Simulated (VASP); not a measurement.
Here is a VASP 6.6.1 calculation.

Contents of INCAR:

```
SYSTEM = BH7C16
PREC = Accurate
ENCUT = 520
EDIFF = 1E-6
ISMEAR = 0
SIGMA = 0.05
LREAL = Auto
LASPH = .True.
NELM = 60
ALGO = Normal
ISIF = 2
LWAVE = .False.
LCHARG = .False.
GGA = PE
NBANDS = 55
```

File KPOINTS:

```
Automatic mesh
0
Gamma
  3 3 1
  0 0 0
```

Contents of POSCAR:

```
BH7C16
1.0
    5.0487420000      0.0000000000      0.0000000000
    2.5243710000      4.3723390000      0.0000000000
    0.0000000000      0.0000000000     16.6764260000
H C B
7 16 1
Direct
    0.1666667848      0.1666666285      0.0599648870
    0.6666667848      0.1666666285      0.0599648870
    0.1666666285      0.6666667429      0.0599648870
    0.6666666285      0.6666667429      0.0599648870
    1.0067111582      0.0069280996      0.3445574010
    0.5023311421      0.5032285923      0.3471033901
    0.8118445792     -0.1794945451      0.4180651178
    0.1666667848      0.1666666285      0.1259262626
    0.6666667848      0.1666666285      0.1259262626
    0.1666666285      0.6666667429      0.1259262626
    0.6666666285      0.6666667429      0.1259262626
   -0.1666666285      0.3333332571      0.1568252694
    0.3333333715      0.3333332571      0.1568252694
   -0.1666667848      0.8333333715      0.1568252694
    0.3333332152      0.8333333715      0.1568252694
   -0.1711063515      0.3384485970      0.2498550949
    0.3292478066      0.3302861466      0.2570155020
   -0.1629345678      0.8376370176      0.2456775810
    0.3378216883      0.8294269955      0.2497863151
    0.0044054429      0.0049513544      0.2781876644
    0.5119829386     -0.0159365502      0.2825984417
   -0.0173898858      0.5134617878      0.2827494332
    0.4968015829      0.4974474761      0.2804797623
    0.7635448835     -0.2310120510      0.3509632699
```

Potentials or basis: VASP PAW PBE potentials, release 64 (H, C, B).

Launch:

```bash
$ cat potpaw_PBE.64/H/POTCAR potpaw_PBE.64/C/POTCAR potpaw_PBE.64/B/POTCAR > POTCAR
$ mpirun -np 1 vasp_std > vasp.out
```

Problem. Estimate the largest force.

Solution. 2.430 eV/Å.

Problem. Predict the band gap on the k mesh.

Solution. 2.54 eV, direct.

Forces on the atoms (eV/Å):
```
H   -0.022 -0.012 -0.228
H   -0.034  0.032 -0.228
H    0.009 -0.042 -0.229
H    0.039  0.024 -0.181
H    0.004  0.001  0.030
H    0.071  0.037 -0.009
H    0.013 -0.010  0.011
C    0.080  0.047  1.270
C   -0.059  0.109  1.184
C    0.064 -0.107  1.177
C   -0.067 -0.040  1.034
C   -0.054  0.196 -0.871
C   -0.494 -0.252  0.278
C    0.322  0.200 -2.401
C    0.122 -0.131 -0.887
C    0.001  0.002  0.007
C   -0.009 -0.006  0.002
C    0.000  0.008 -0.006
C    0.002  0.007 -0.001
C   -0.002  0.001 -0.004
C   -0.012  0.017  0.012
C    0.005 -0.003  0.034
C   -0.005 -0.005  0.015
B    0.028 -0.073 -0.011
```

Caveat: the k points lie up to 0.48 Å⁻¹ apart.
